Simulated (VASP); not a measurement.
Wanted: the native input for a VASP 6.6.1 run.

| Quantity | Value |
| --- | --- |
| Task | single point |
| Functional | PBE |
| Potentials or basis | VASP PAW PBE potentials, release 64 (C) |
| Cutoff | 520 eV |
| k mesh | 10 × 10 × 4 |
| Occupations | gaussian, width 0.1 eV |
| Spin | collinear spin |
| Starting moments | [1.0] μB |
| Dipole correction | no |
| Further INCAR settings | ALGO = Normal; EDIFF = 1e-07; NBANDS = 12 |

The structure of C lies in POSCAR:

```
C
1.0
    1.6200017660      0.0000000000      0.0000000000
    0.0000000000      1.6200017660      0.0000000000
    0.0000000000      0.0000000000      4.0678901122
C
1
Direct
    0.5000000000      0.5000000000      0.0000000000
```

The cell was built from a structure type or drawn by symmetry, and may not be a known phase.

These files were run (other wordings do the same):

INCAR

```
SYSTEM = C
PREC = Accurate ; ENCUT = 520
EDIFF = 1E-7 ; ISMEAR = 0
SIGMA = 0.1 ; LREAL = .FALSE.
LASPH = .TRUE. ; NELM = 150
ALGO = Normal ; ISIF = 2
LWAVE = .FALSE. ; LCHARG = .FALSE.
ISPIN = 2 ; MAGMOM = 1
LORBIT = 11 ; GGA = PE
NBANDS = 12
```

KPOINTS

```
Automatic mesh
0
G
  10 10 4
  0 0 0
```

Potentials or basis: VASP PAW PBE potentials, release 64 (C).

Run with:

```console
$ cat potpaw_PBE.64/C/POTCAR > POTCAR
$ mpirun -np 1 vasp_std > vasp.out
```

Results of the run:

| Property | Result |
| --- | --- |
| Pressure | -1.6 GPa |
| Band gap on the k mesh | zero (filled and empty bands overlap) |
| Net moment | 0.00 μB per cell |
| Valence electrons inside the program's atomic spheres | C 2.36 |

Caveat: the k points lie up to 0.39 Å⁻¹ apart, too coarse for converged energies and pressures of a metal.

Run time: 5.1 s on 1 thread of Intel(R) Xeon(R) 6975P-C (Granite Rapids), with other jobs on the host, peak memory 0.12 GiB.
